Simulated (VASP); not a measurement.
Write the native input for VASP 6.6.1 that does the following.

| Property | Result |
| --- | --- |
| Task | single point |
| Functional | PBEsol |
| Potentials or basis | VASP PAW PBE potentials, release 64 (Pb_d) |
| Cutoff | 520 eV |
| k mesh | 14 × 14 × 14 |
| Occupations | gaussian, width 0.05 eV |
| Spin | no spin polarisation |
| Dipole correction | no |
| Further INCAR settings | ALGO = Normal; EDIFF = 1e-06; NBANDS = 13 |

The structure of Pb lies in POSCAR:

```
Pb
1.0
    0.0000000000      2.4669816115      2.4669816115
    2.4669816115      0.0000000000      2.4669816115
    2.4669816115      2.4669816115      0.0000000000
Pb
1
Direct
    0.0000000000      0.0000000000      0.0000000000
```

The input as run:

INCAR

```
PREC = Accurate
ENCUT = 520
EDIFF = 1E-6
ISMEAR = 0
SIGMA = 0.05
LREAL = False
LASPH = True
NELM = 80
ALGO = Normal
ISIF = 2
LWAVE = False
LCHARG = True
GGA = PS
LELF = True
LVHAR = True
NBANDS = 13
```

KPOINTS

```
regular mesh
0
Gamma
  14 14 14
```

Potentials or basis: VASP PAW PBE potentials, release 64 (Pb_d).

Launch:

```bash
$ cat potpaw_PBE.64/Pb_d/POTCAR > POTCAR
$ mpirun -np 1 vasp_std > vasp.out
```

It gave:

* Pressure: -0.1 GPa
* Band gap on the k mesh: zero (band 7 reaches 14.70 eV, above the bottom of band 8 at 5.62 eV)

Caveat: the PAW data sets were made with another functional, which shifts forces and pressure a little; spin-orbit coupling is left out, which moves the levels of the heavy elements.

It took 17 s on 1 thread of Intel(R) Xeon(R) 6975P-C (Granite Rapids), on a shared host, peak memory 0.18 GiB.
